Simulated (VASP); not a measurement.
Wanted: the native input for a VASP 6.6.1 run.

```yaml
Task: single point
Functional: PBE
Potentials_or_basis: VASP PAW PBE potentials, release 64 (Ti_sv, O)
Cutoff: 520 eV
k_mesh: 10 × 10 × 10
Occupations: gaussian, width 0.02 eV
Spin: no spin polarisation
Dipole_correction: no
Further_INCAR_settings: ALGO = Normal; EDIFF = 1e-07; NBANDS = 33
```

The structure of TiO2 lies in POSCAR:

```
TiO2
1.0
   -1.8941781815      1.8941781815      4.7950794439
    1.8941781815     -1.8941781815      4.7950794439
    1.8941781815      1.8941781815     -4.7950794439
Ti O
2 4
Direct
    0.0000000000      0.0000000000      0.0000000000
    0.7500000000      0.2500000000      0.5000000000
    0.9578159530      0.4578159530      0.5000000000
    0.2078159530      0.2078159530      0.0000000000
    0.5421840470      0.0421840470      0.5000000000
    0.7921840470      0.7921840470      0.0000000000
```

These files were run (other wordings do the same):

INCAR

```
PREC = Accurate
ENCUT = 520
EDIFF = 1E-7
ISMEAR = 0
SIGMA = 0.02
LREAL = False
LASPH = True
NELM = 60
ALGO = Normal
ISIF = 2
LWAVE = False
LCHARG = True
GGA = PE
LELF = True
LVHAR = True
NBANDS = 33
```

KPOINTS

```
Automatic mesh
0
Gamma
  10 10 10
```

Potentials or basis: VASP PAW PBE potentials, release 64 (Ti_sv, O).

Run with:

```bash
$ cat potpaw_PBE.64/Ti_sv/POTCAR potpaw_PBE.64/O/POTCAR > POTCAR
$ mpirun -np 1 vasp_std > vasp.out
```

It gave:

```yaml
Pressure: 3.7 GPa
Largest_force: 0.020 eV/Å
Band_gap_on_the_k_mesh: 2.10 eV (least direct gap 2.43 eV)
```

Caveat: the cell stands under pressure.

Wall time 11 min on 1 thread of Intel Xeon 8259CL (shared host), peak memory 0.38 GiB.
